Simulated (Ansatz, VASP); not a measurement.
V: VASP beside Ansatz

```
V
1.0
    -1.52813    1.51300    1.51300
     1.51300   -1.52813    1.51300
     1.51300    1.51300   -1.52813
V
1
Direct
  0.00000 0.00000 0.00000
```

Change from the starting cell: equal xy, yz and zx shear strains of -1 %.

Alike in both runs: task single point; functional PBEsol; k mesh 19 × 19 × 19; occupations fermi-dirac, width 0.03 eV; collinear spin.

|  | VASP | Ansatz |
| --- | --- | --- |
| version | VASP 6.6.1 | Ansatz 0.2.0 |
| potentials or method | VASP PAW PBE potentials, release 64 (V_sv), cutoff 520 eV | all-electron LAPW, scalar-relativistic |

|  | VASP | Ansatz | Ansatz less VASP |
| --- | --- | --- | --- |
| pressure (GPa) | -11.6 | -11.8 | -0.21 |
| traceless stress, the component that is largest in VASP (GPa) | 0.18 | 0.18 | +0.003 |
| net moment per atom (μB) | 0.00 | 0.00 | 0.000 |

VASP's potentials were made for PBE, not for PBEsol. Ansatz ran all-electron here, and VASP with PAW potentials. Ansatz's warnings: seeded moment not kept.
